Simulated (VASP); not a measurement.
Crystal: B4As3N.

```
CELL_PARAMETERS angstrom
4.51548 0.00000 0.00000
0.00000 4.51548 0.00000
0.00000 0.00000 4.51548
ATOMIC_POSITIONS crystal
N 0.00000 0.00000 0.00000
B 0.77843 0.77843 0.77843
B 0.22157 0.22157 0.77843
B 0.22157 0.77843 0.22157
B 0.77843 0.22157 0.22157
As 0.50000 0.50000 0.00000
As 0.50000 0.00000 0.50000
As 0.00000 0.50000 0.50000
```

Base run:

| Item | Value |
| --- | --- |
| Program | VASP 6.6.1 |
| Functional | HSE06 |
| Potentials or basis | VASP PAW PBE potentials, release 64 (N, B, As) |
| Cutoff | 520 eV |
| k mesh | 4 × 4 × 4 |
| Occupations | gaussian, width 0.01 eV |
| Spin | no spin polarisation |

Its results: band gap on the k mesh 0.96 eV (least direct gap 1.34 eV); pressure -1.7 GPa; largest force 0.193 eV/Å.

The run is repeated on the same cell with these changes: functional from HSE06 to PBE0; further incar settings from ALGO = Normal; EDIFF = 1e-07; NBANDS = 26 to ALGO = Normal; EDIFF = 1e-06; NBANDS = 26. What comes out?

Band gap on the k mesh 1.68 eV (least direct gap 2.06 eV); pressure -1.8 GPa; largest force 0.187 eV/Å.

Caveats: the PAW data sets were made with another functional, which shifts forces and pressure a little.

A k mesh can miss the band edges.
